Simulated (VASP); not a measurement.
Set up this calculation in VASP 6.6.1, as the native input.

- Task: relaxation of cell and atoms
- Functional: PBEsol
- Potentials or basis: VASP PAW PBE potentials, release 64 (Cs_sv, Br)
- Cutoff: 500 eV
- k mesh: 8 × 8 × 8
- Occupations: fermi-dirac, width 0.08 eV
- Spin: no spin polarisation
- Dipole correction: no
- Further INCAR settings: ALGO = Normal; EDIFF = 1e-07; IBRION = 2; EDIFFG = -0.002; NSW = 100; ISIF = 3

The structure of CsBr lies in POSCAR:

```
CsBr
1.0
    4.2860000000      0.0000000000      0.0000000000
    0.0000000000      4.2860000000      0.0000000000
    0.0000000000      0.0000000000      4.2860000000
Cs Br
1 1
Direct
    0.0000000000      0.0000000000      0.0000000000
    0.5000000000      0.5000000000      0.5000000000
```

These files were run (other wordings do the same):

INCAR

```
SYSTEM = CsBr
PREC     = Accurate       ! precision mode
ENCUT    = 500            ! plane-wave cutoff, eV
EDIFF    = 1E-7           ! SCF threshold, eV
ISMEAR   = -1             ! smearing method
SIGMA    = 0.08           ! smearing width, eV
LREAL    = .FALSE.        ! projectors in reciprocal space
LASPH    = .TRUE.         ! aspherical terms in the spheres
NELM     = 120            ! most SCF steps
ALGO     = Normal         ! electronic algorithm
ISIF     = 3              ! what is computed and relaxed
LWAVE    = .FALSE.        ! write WAVECAR
LCHARG   = .FALSE.        ! write CHGCAR
GGA      = PS             ! functional
IBRION   = 2              ! ionic algorithm
NSW      = 100            ! ionic steps
EDIFFG   = -0.002         ! ionic threshold
GGA_COMPAT= .FALSE.      
NELMIN   = 4
```

KPOINTS

```
Automatic mesh
0
G
  8 8 8
  0 0 0
```

Potentials or basis: VASP PAW PBE potentials, release 64 (Cs_sv, Br).

The run is started by

```console
$ cat potpaw_PBE.64/Cs_sv/POTCAR potpaw_PBE.64/Br/POTCAR > POTCAR
$ mpirun -np 1 vasp_std > vasp.out
```

Results of the run:

```yaml
Relaxed_volume: 38.32 Å³/atom
Relaxed_cell: a = 4.248 Å, b = 4.248 Å, c = 4.248 Å, α = 90.00°, β = 90.00°, γ = 90.00°
Space_group_after_relaxing_to_0.1_Å: Pm-3m (No. 221)
Energy_gained_by_relaxing: 1.3 meV/atom
Ionic_steps: 4
Pressure_after_relaxing: 0.0 GPa
Band_gap_on_the_k_mesh: 4.42 eV
```

Caveat: the PAW data sets were made with another functional, which shifts forces and pressure a little; spin-orbit coupling is left out, which moves the levels of the heavy elements.

Run time: 67 s on 1 thread of AMD EPYC 7R43 64-Core Processor (Zen 3), on a shared host, peak memory 0.17 GiB.
